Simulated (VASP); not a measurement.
# HfC (I4/mmm) in VASP: notebook, part 2 of 2

VASP 6.6.1. The steps go on from the part before.

### Step 3. Single point, PBE (strain -0.015 along x and y, +0.030 along z)

Contents of INCAR:

```
PREC     = Accurate       # precision mode
ENCUT    = 520            # plane-wave cutoff, eV
EDIFF    = 1E-6           # SCF threshold, eV
ISMEAR   = 0              # smearing method
SIGMA    = 0.15           # smearing width, eV
LREAL    = False          # projectors in reciprocal space
LASPH    = True           # aspherical terms in the spheres
NELM     = 100            # most SCF steps
ALGO     = Normal         # electronic algorithm
ISIF     = 2              # what is computed and relaxed
LWAVE    = False          # write WAVECAR
LCHARG   = True           # write CHGCAR
GGA      = PE             # functional
LELF     = True           # ELF
LVHAR    = True         
NBANDS   = 14             # bands
```

Contents of KPOINTS:

```
Automatic mesh
0
Gamma
  18 18 18
```

Contents of POSCAR:

```
HfC
1.0
    0.0000000000      2.2901250000      2.3947500000
    2.2901250000      0.0000000000      2.3947500000
    2.2901250000      2.2901250000      0.0000000000
Hf C
1 1
Direct
    0.5000000000      0.5000000000      0.5000000000
    0.0000000000      0.0000000000      0.0000000000
```

Potentials or basis: VASP PAW PBE potentials, release 64 (Hf_pv, C).

Started as:

```bash
$ cat potpaw_PBE.64/Hf_pv/POTCAR potpaw_PBE.64/C/POTCAR > POTCAR
$ mpirun -np 1 vasp_std > vasp.out
```

OUTCAR:

```text
PREC = Accurate
   ENCUT = 520
   EDIFF = 1E-6
   ISMEAR = 0
   LREAL = False
   LASPH = True
   NELM = 100
   ISIF = 2
   GGA = PE

 ion  position               nearest neighbor table
   1  0.500  0.500  0.500-   2 2.29   2 2.29   2 2.29   2 2.29   2 2.39   2 2.39
   2  0.000  0.000  0.000-   1 2.29   1 2.29   1 2.29   1 2.29   1 2.39   1 2.39

  LATTYP: Found a body centered tetragonal cell.
 ALAT       =     3.2387258345
 C/A-ratio  =     1.4788223038

  Lattice vectors:

 A1 = (  -2.2901250000,   0.0000000000,   2.3947500000)
 A2 = (   2.2901250000,   0.0000000000,   2.3947500000)
 A3 = (   0.0000000000,   2.2901250000,  -2.3947500000)

Analysis of symmetry for initial positions (statically):
=====================================================================
 Subroutine PRICEL returns:
 Original cell was already a primitive cell.

 Routine SETGRP: Setting up the symmetry group for a
 body centered tetragonal supercell.

 Subroutine GETGRP returns: Found 16 space group operations
 (whereof 16 operations were pure point group operations)
 out of a pool of 16 trial point group operations.

The static configuration has the point symmetry D_4h.

Analysis of symmetry for dynamics (positions and initial velocities):
=====================================================================
 Subroutine PRICEL returns:
 Original cell was already a primitive cell.

 Routine SETGRP: Setting up the symmetry group for a
 body centered tetragonal supercell.

 Subroutine GETGRP returns: Found 16 space group operations
 (whereof 16 operations were pure point group operations)
 out of a pool of 16 trial point group operations.

The dynamic configuration has the point symmetry D_4h.

 Subroutine INISYM returns: Found 16 space group operations
 (whereof 16 operations are pure point group operations),
 and found     1 'primitive' translations

----------------------------------------------------------------------------------------

                                     Primitive cell

  volume of cell :      25.1194

[... 121 lines left out ...]
  energy-cutoff  :      520.00
  volume of cell :       25.12
 maximum number of plane-waves:       688
 NGX is ok and might be reduce to    28
   NGX = 13   NGY = 13   NGZ = 13

 number of electron      14.0000000 magnetization

 Free energy of the ion-electron system (eV)
  ---------------------------------------------------
  ext. energy  EPLUGINS =         0.00000000
  ---------------------------------------------------
  free energy    TOTEN  =       -21.00703528 eV

  energy without entropy =      -21.00383735  energy(sigma->0) =      -21.00543631

 E-fermi :   5.9659     XC(G=0): -12.2849

 val. band max:        5.9431792415   @ k =   0.0556   0.0556   0.0000
 cond. band min:       5.9872391868   @ k =   0.1667   0.1667   0.0000
 fundamental gap:      0.0440599452
 Fermi energy:         5.9659015867

 k-point     1 :       0.0000    0.0000    0.0000
  band No.  band energies     occupation
      1     -23.6473      2.00000
      2     -23.5794      2.00000
      3     -23.5794      2.00000
      4      -6.3583      2.00000
      5       6.8149      0.00000
      6       7.0326      0.00000
      7       7.0326      0.00000
      8       7.0432      0.00000
      9       7.5223      0.00000
     10       7.5223      0.00000
     11       8.8967      0.00000
     12       9.6499      0.00000
     13      12.9945      0.00000
     14      16.9817      0.00000
[... 377 lines left out ...]
      1     -23.9395      2.00000
      2     -23.6957      2.00000
      3     -23.5914      2.00000
      4      -4.9299      2.00000
      5       2.9948      2.00000
      6       4.1574      2.00000
      7       4.2509      2.00000
      8       8.7158      0.00000
      9       8.8335      0.00000
     10       9.5438      0.00000
     11      11.8855      0.00000
     12      14.4133      0.00000
     13      15.4761      0.00000
     14      19.7298      0.00000

 [... further k-points ...]

------------------------ aborting loop because EDIFF is reached ----------------------------------------

  FORCE on cell =-STRESS in cart. coord.  units (eV):
  Direction    XX          YY          ZZ          XY          YZ          ZX
  --------------------------------------------------------------------------------------
  -------------------------------------------------------------------------------------
  Total        0.9875366      0.9875366     -1.6788858      0.0000000     -0.0000000     -0.0000000
  in kB       62.9876244     62.9876244   -107.0836577      0.0000000     -0.0000000     -0.0000000
  external PRESSURE =       6.2971970 kB  Pullay stress =       0.0000000 kB

 VOLUME and BASIS-vectors are now :
 -----------------------------------------------------------------------------
  energy-cutoff  :      520.00
  volume of cell :       25.12
      direct lattice vectors                 reciprocal lattice vectors
     0.000000000  2.290125000  2.394750000    -0.218328694  0.218328694  0.208790062
     2.290125000  0.000000000  2.394750000     0.218328694 -0.218328694  0.208790062
     2.290125000  2.290125000  0.000000000     0.218328694  0.218328694 -0.208790062

 POSITION                                       TOTAL-FORCE (eV/Angst)
 -----------------------------------------------------------------------------------
      2.29013      2.29013      2.39475        -0.000000      0.000000      0.000000
      0.00000      0.00000      0.00000         0.000000     -0.000000      0.000000
 -----------------------------------------------------------------------------------
    total drift:                                0.000000      0.000000      0.000000

  FREE ENERGIE OF THE ION-ELECTRON SYSTEM (eV)
  ---------------------------------------------------
  free  energy   TOTEN  =       -21.0070352758 eV

  energy  without entropy=      -21.0038373517  energy(sigma->0) =      -21.00543631
```

OSZICAR:

```text
N       E                     dE             d eps       ncg     rms          rms(c)
DAV:   1     0.238856627879E+02    0.23886E+02   -0.77407E+03 13472   0.983E+02
DAV:   2    -0.226094901256E+02   -0.46495E+02   -0.43572E+02 17264   0.202E+02
DAV:   3    -0.241922294225E+02   -0.15827E+01   -0.15778E+01 16232   0.270E+01
DAV:   4    -0.241992453079E+02   -0.70159E-02   -0.70154E-02 15732   0.222E+00
DAV:   5    -0.241992899603E+02   -0.44652E-04   -0.44652E-04 16324   0.160E-01    0.575E+01
DAV:   6    -0.210722142781E+02    0.31271E+01   -0.12056E+01 14856   0.183E+01    0.412E+01
DAV:   7    -0.210222843260E+02    0.49930E-01   -0.58431E-01 16722   0.525E+00    0.249E+01
DAV:   8    -0.210141029592E+02    0.81814E-02   -0.73916E-02 16032   0.216E+00    0.636E+00
DAV:   9    -0.210073247531E+02    0.67782E-02   -0.24469E-02 15282   0.905E-01    0.206E+00
DAV:  10    -0.210070381952E+02    0.28656E-03   -0.13345E-03 16696   0.271E-01    0.162E-01
DAV:  11    -0.210070350640E+02    0.31312E-05   -0.82152E-05 15984   0.719E-02    0.467E-02
DAV:  12    -0.210070352758E+02   -0.21175E-06   -0.17001E-06 16488   0.123E-02
   1 F= -.21007035E+02 E0= -.21005436E+02  d E =-.319792E-02
```

Run time: 1.9 min. Hardware: 1 thread of AMD EPYC 7R13 (Zen 3), shared host; peak memory 0.27 GiB.

Results:

- Free energy: -21.0070 eV
- Pressure: 0.6 GPa
- Band gap on the k mesh: zero (bands 7 and 8 overlap by 1.56 eV)

Stress tensor (GPa, compression positive):
```
  6.30   0.00   0.00
  0.00   6.30   0.00
  0.00   0.00 -10.71
```

Caveat: the cell differs from its parent crystal (strain -0.015 along x and y, +0.030 along z); spin-orbit coupling is left out, which moves the levels of the heavy elements.

### Step 4. Single point, PBE (strain +0.000 along x and y, +0.015 along z)

Contents of INCAR:

```
SYSTEM = HfC
PREC = Accurate
ENCUT = 520
EDIFF = 1E-6
ISMEAR = 0
SIGMA = 0.15
LREAL = .False.
LASPH = .True.
NELM = 80
ALGO = Normal
ISIF = 2
LWAVE = .False.
LCHARG = .True.
GGA = PE
LELF = .True.
LVHAR = .True.
NBANDS = 14
```

Contents of KPOINTS:

```
Automatic mesh
0
Gamma
  18 18 18
  0 0 0
```

Contents of POSCAR:

```
HfC
1.0
    0.0000000000      2.3250000000      2.3598750000
    2.3250000000      0.0000000000      2.3598750000
    2.3250000000      2.3250000000      0.0000000000
Hf C
1 1
Direct
    0.5000000000      0.5000000000      0.5000000000
    0.0000000000      0.0000000000      0.0000000000
```

Started as:

```bash
$ cat potpaw_PBE.64/Hf_pv/POTCAR potpaw_PBE.64/C/POTCAR > POTCAR
$ mpirun -np 1 vasp_std > vasp.out
```

It took 1.9 min on 1 thread of AMD EPYC 7R13 (Zen 3), shared host; peak memory 0.27 GiB.

The run converged. Its results:

```yaml
Free_energy: -21.0381 eV
Pressure: -3.8 GPa
Band_gap_on_the_k_mesh: zero (bands 7 and 8 overlap by 1.46 eV)
```

Stress tensor (GPa, compression positive):
```
-1.96  0.00  0.00
 0.00 -1.96  0.00
 0.00  0.00 -7.46
```

Levels at points of the mesh, in eV from the Fermi level:
| k point | band 5 | band 6 | band 7 | band 8 | band 9 | band 10 |
| --- | --- | --- | --- | --- | --- | --- |
| (0.00, 0.00, 0.00) | 0.95 | 1.02 | 1.02 | 1.29 | 1.44 | 1.44 |
| (0.50, 0.00, 0.00) | -6.07 | -2.94 | -2.91 | 5.18 | 5.29 | 5.70 |
| (0.50, 0.50, 0.00) | -2.70 | -1.70 | -0.05 | -0.05 | 5.22 | 6.61 |
| (0.50, 0.00, 0.50) | -2.55 | -1.73 | -0.16 | -0.11 | 5.21 | 6.52 |

Caveat: the cell differs from its parent crystal (strain +0.000 along x and y, +0.015 along z); the cell stands under tension; spin-orbit coupling is left out, which moves the levels of the heavy elements.

### Step 5. Overview

```tsv
cell	gap on the mesh (eV)	pressure (GPa)
a = 3.263, b = 3.263, c = 3.288 Å, angles 59.8, 59.8, 60.5°, 2 atoms	none	3.4
a = 3.314, b = 3.314, c = 3.239 Å, angles 60.7, 60.7, 58.5°, 2 atoms	none	0.6
a = 3.313, b = 3.313, c = 3.288 Å, angles 60.2, 60.2, 59.5°, 2 atoms	none	-3.8
```

Alike in all rows: task single point; level PBE; potentials or basis VASP PAW PBE potentials, release 64 (Hf_pv, C); no spin polarisation; k mesh 18 × 18 × 18; cutoff (eV) 520; smearing gaussian 0.15 eV.

Caveats: spin-orbit coupling is left out, which moves the levels of the heavy elements; the cell stands under pressure (at least some runs); the cell stands under tension (at least some runs).

Total energies depend on the potentials used, so only differences within one code and one set of settings carry meaning.
